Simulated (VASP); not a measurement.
# BiTe3 (Pm-3m) in VASP: relaxation of cell and atoms with PBE

Aim: the relaxation of cell and atoms of BiTe3 with PBE.

All numbers are computed with VASP 6.6.1; they aren't measurements. Logs are shortened: lines on timing, memory, paths and dates and some standing lists are left out, and cuts for length are marked.

## Step 1: The cell of the first run

It takes space group Pm-3m (No. 221, cubic). Conventional cell: a = 6.032 Å, b = 6.032 Å, c = 6.032 Å, α = 90.00°, β = 90.00°, γ = 90.00°. Within 4.0 Å of Bi (site symmetry m-3m) lie 6 Te at 3.02 Å. Within 4.0 Å of Te (site symmetry 4/mmm) lie 2 Bi at 3.02 Å.

The cell was built from a structure type or drawn by symmetry, and may not be a known phase.

## Step 2: Relaxation of cell and atoms, PBE

File INCAR:

```
ALGO     = Normal         # electronic algorithm
EDIFF    = 1E-6           # SCF threshold, eV
EDIFFG   = -0.01          # ionic threshold
ENCUT    = 600            # plane-wave cutoff, eV
GGA      = PE             # functional
IBRION   = 2              # ionic algorithm
ISIF     = 3              # what is computed and relaxed
ISMEAR   = 0              # smearing method
LASPH    = T              # aspherical terms in the spheres
LCHARG   = F              # write CHGCAR
LREAL    = F              # projectors in reciprocal space
LWAVE    = F              # write WAVECAR
NELM     = 100            # most SCF steps
NSW      = 100            # ionic steps
PREC     = Accurate       # precision mode
SIGMA    = 0.1            # smearing width, eV
```

File KPOINTS:

```
k-points
0
Gamma
  8 8 8
```

File POSCAR:

```
BiTe3
1.0
    6.0324550157      0.0000000000      0.0000000000
    0.0000000000      6.0324550157      0.0000000000
    0.0000000000      0.0000000000      6.0324550157
Bi Te
1 3
Direct
    0.5000000000      0.5000000000      0.5000000000
    0.0000000000      0.5000000000      0.5000000000
    0.5000000000      0.0000000000      0.5000000000
    0.5000000000      0.5000000000      0.0000000000
```

Potentials or basis: VASP PAW PBE potentials, release 64 (Bi_d, Te).

Command:

```console
$ cat potpaw_PBE.64/Bi_d/POTCAR potpaw_PBE.64/Te/POTCAR > POTCAR
$ mpirun -np 1 vasp_std > vasp.out
```

OUTCAR:

```text
EDIFF = 1E-6
   EDIFFG = -0.01
   ENCUT = 600
   GGA = PE
   IBRION = 2
   ISIF = 3
   ISMEAR = 0
   LASPH = T
   LREAL = F
   NELM = 100
   NSW = 100
   PREC = Accurate

 ion  position               nearest neighbor table
   1  0.500  0.500  0.500-   2 3.02   3 3.02   4 3.02   4 3.02   3 3.02   2 3.02
   2  0.000  0.500  0.500-   1 3.02   1 3.02
   3  0.500  0.000  0.500-   1 3.02   1 3.02
   4  0.500  0.500  0.000-   1 3.02   1 3.02

  LATTYP: Found a simple cubic cell.
 ALAT       =     6.0324550157

  Lattice vectors:

 A1 = (   6.0324550157,   0.0000000000,   0.0000000000)
 A2 = (   0.0000000000,   6.0324550157,   0.0000000000)
 A3 = (   0.0000000000,   0.0000000000,   6.0324550157)

Analysis of symmetry for initial positions (statically):
=====================================================================
 Subroutine PRICEL returns:
 Original cell was already a primitive cell.

 Routine SETGRP: Setting up the symmetry group for a
 simple cubic supercell.

 Subroutine GETGRP returns: Found 48 space group operations
 (whereof 48 operations were pure point group operations)
 out of a pool of 48 trial point group operations.

The static configuration has the point symmetry O_h .

Analysis of symmetry for dynamics (positions and initial velocities):
=====================================================================
 Subroutine PRICEL returns:
 Original cell was already a primitive cell.

 Routine SETGRP: Setting up the symmetry group for a
 simple cubic supercell.

 Subroutine GETGRP returns: Found 48 space group operations
 (whereof 48 operations were pure point group operations)
 out of a pool of 48 trial point group operations.

The dynamic configuration has the point symmetry O_h .

 Subroutine INISYM returns: Found 48 space group operations
 (whereof 48 operations are pure point group operations),
 and found     1 'primitive' translations

----------------------------------------------------------------------------------------

                                     Primitive cell

[... 151 lines left out ...]
  Total       -0.0511666     -0.0511666     -0.0511666     -0.0000000      0.0000000     -0.0000000
  in kB       -0.3734345     -0.3734345     -0.3734345     -0.0000000      0.0000000     -0.0000000
  external PRESSURE =      -0.3734345 kB  Pullay stress =       0.0000000 kB

 VOLUME and BASIS-vectors are now :
 -----------------------------------------------------------------------------
  energy-cutoff  :      600.00
  volume of cell :      219.52
      direct lattice vectors                 reciprocal lattice vectors
     6.032455016  0.000000000  0.000000000     0.165769989  0.000000000  0.000000000
     0.000000000  6.032455016  0.000000000     0.000000000  0.165769989  0.000000000
     0.000000000  0.000000000  6.032455016     0.000000000  0.000000000  0.165769989

 POSITION                                       TOTAL-FORCE (eV/Angst)
 -----------------------------------------------------------------------------------
      3.01623      3.01623      3.01623         0.000000      0.000000      0.000000
      0.00000      3.01623      3.01623         0.000000      0.000000      0.000000
      3.01623      0.00000      3.01623         0.000000      0.000000      0.000000
      3.01623      3.01623      0.00000         0.000000      0.000000      0.000000
 -----------------------------------------------------------------------------------
    total drift:                                0.000000     -0.000000     -0.000000

  FREE ENERGIE OF THE ION-ELECTRON SYSTEM (eV)
  ---------------------------------------------------
  free  energy   TOTEN  =       -10.7611295535 eV

  energy  without entropy=      -10.7069685330  energy(sigma->0) =      -10.73404904

--------------------------------------- Ionic step        2  -------------------------------------------

 number of electron      33.0000012 magnetization

 Free energy of the ion-electron system (eV)
  ---------------------------------------------------
  ext. energy  EPLUGINS =         0.00000000
  ---------------------------------------------------
  free energy    TOTEN  =       -10.76118558 eV

  energy without entropy =      -10.70714449  energy(sigma->0) =      -10.73416504

 E-fermi :   0.9885     XC(G=0):  -6.8439

 val. band max:        0.9796328513   @ k =   0.3750   0.2500   0.1250
 cond. band min:       0.9926745396   @ k =   0.5000   0.3750   0.3750
 fundamental gap:      0.0130416882
 Fermi energy:         0.9884973103

 k-point     1 :       0.0000    0.0000    0.0000
  band No.  band energies     occupation
      1     -21.8371      2.00000
      2     -21.8371      2.00000
      3     -21.7923      2.00000
      4     -21.7923      2.00000
      5     -21.7923      2.00000
      6     -11.2904      2.00000
[... 541 lines left out ...]
     19       2.2745      0.00000
     20       3.1486      0.00000

 [... further k-points ...]

------------------------ aborting loop because EDIFF is reached ----------------------------------------

  FORCE on cell =-STRESS in cart. coord.  units (eV):
  Direction    XX          YY          ZZ          XY          YZ          ZX
  --------------------------------------------------------------------------------------
  -------------------------------------------------------------------------------------
  Total       -0.0161081     -0.0161081     -0.0161081      0.0000000      0.0000000     -0.0000000
  in kB       -0.1177814     -0.1177814     -0.1177814      0.0000000      0.0000000     -0.0000000
  external PRESSURE =      -0.1177814 kB  Pullay stress =       0.0000000 kB

 VOLUME and BASIS-vectors are now :
 -----------------------------------------------------------------------------
  energy-cutoff  :      600.00
  volume of cell :      219.12
      direct lattice vectors                 reciprocal lattice vectors
     6.028732372  0.000000000 -0.000000000     0.165872349  0.000000000 -0.000000000
    -0.000000000  6.028732372 -0.000000000    -0.000000000  0.165872349 -0.000000000
     0.000000000  0.000000000  6.028732372     0.000000000  0.000000000  0.165872349

 POSITION                                       TOTAL-FORCE (eV/Angst)
 -----------------------------------------------------------------------------------
      3.01437      3.01437      3.01437         0.000000      0.000000      0.000000
      0.00000      3.01437      3.01437        -0.000000     -0.000000      0.000000
      3.01437      0.00000      3.01437        -0.000000     -0.000000      0.000000
      3.01437      3.01437     -0.00000        -0.000000     -0.000000      0.000000
 -----------------------------------------------------------------------------------
    total drift:                                0.000000     -0.000000     -0.000000

  FREE ENERGIE OF THE ION-ELECTRON SYSTEM (eV)
  ---------------------------------------------------
  free  energy   TOTEN  =       -10.7611855764 eV

  energy  without entropy=      -10.7071444938  energy(sigma->0) =      -10.73416504

 reached required accuracy - stopping structural energy minimisation
```

OSZICAR:

```text
N       E                     dE             d eps       ncg     rms          rms(c)
DAV:   1     0.261349645485E+03    0.26135E+03   -0.14346E+04  1400   0.149E+03
DAV:   2     0.104228009874E+02   -0.25093E+03   -0.24580E+03  1876   0.306E+02
DAV:   3    -0.101479349983E+02   -0.20571E+02   -0.20038E+02  1604   0.105E+02
[... 12 lines left out ...]
DAV:   1    -0.107619858705E+02   -0.85608E-03   -0.21765E-02  1836   0.181E+00    0.143E-01
DAV:   2    -0.107613366101E+02    0.64926E-03   -0.11712E-03  1760   0.476E-01    0.611E-02
DAV:   3    -0.107611838658E+02    0.15274E-03   -0.58978E-04  1852   0.280E-01    0.134E-02
DAV:   4    -0.107611852481E+02   -0.13823E-05   -0.19523E-05  1812   0.338E-02    0.145E-02
DAV:   5    -0.107611855764E+02   -0.32828E-06   -0.20606E-06  1208   0.135E-02
   2 F= -.10761186E+02 E0= -.10734165E+02  d E =-.560229E-04
```

Run time: 1.7 min. Hardware: 1 thread of Intel Xeon 6975P-C (Granite Rapids), shared host; peak memory 0.45 GiB.

What came out:

| Quantity | Value |
| --- | --- |
| Free energy | -10.7612 eV |
| Relaxed volume | 54.78 Å³/atom |
| Relaxed cell | a = 6.029 Å, b = 6.029 Å, c = 6.029 Å, α = 90.00°, β = 90.00°, γ = 90.00° |
| Space group after relaxing (to 0.1 Å) | Pm-3m (No. 221) |
| Energy gained by relaxing | 0.0 meV/atom |
| Ionic steps | 2 |
| Pressure after relaxing | 0.0 GPa |
| Band gap on the k mesh | zero (an odd number of electrons rules out a gap without spin polarisation) |

Final structure:
```
Bi Te
1.0
     6.02873    0.00000    0.00000
     0.00000    6.02873    0.00000
     0.00000    0.00000    6.02873
Bi Te
1 3
Direct
  0.50000 0.50000 0.50000
  0.00000 0.50000 0.50000
  0.50000 0.00000 0.50000
  0.50000 0.50000 0.00000
```

Caveat: spin-orbit coupling is left out, which moves the levels of the heavy elements.
